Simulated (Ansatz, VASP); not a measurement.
One calculation of Re, two programs

```
Re
1.0
     3.00424    0.00000    0.00000
    -1.50212    2.60175    0.00000
     0.00000    0.00000    8.25862
Re
4
Direct
  0.00000 0.00000 0.00000
  0.00000 0.00000 0.50000
  0.33333 0.66667 0.00500
  0.66667 0.33333 0.50500
```

Alike in both runs: task relaxation of cell and atoms; functional PBE; k mesh 6 × 6 × 2; occupations gaussian, width 0.1 eV; no spin polarisation.

```csv
,VASP,Ansatz
version,VASP 6.6.1,Ansatz 0.2.0
potentials or method,"VASP PAW PBE potentials, release 64 (Re), cutoff 600 eV","scalar-relativistic, plane waves, PAW"
valence electrons in the cell,28,60
```

```tsv
	VASP	Ansatz	Ansatz less VASP
gap on the k mesh at the Fermi level, each at its own relaxed structure (eV)	none	none	-
relaxed volume (Å³/atom)	17.57	14.97	-2.603
relaxed cell length with the largest relative difference (Å)	5.136	8.936	+3.8005
```

A gap of «none» marks a metal or a gap that the smearing closes. One of these differences is far larger than is usual between the two programs; its cause wasn't traced. VASP's potentials hold 28 valence electrons a cell and Ansatz's 60, so a difference there can come from the potentials and not from the codes.

The k mesh is coarse, so the values compare programs but aren't converged. Neither program's run includes spin-orbit coupling.
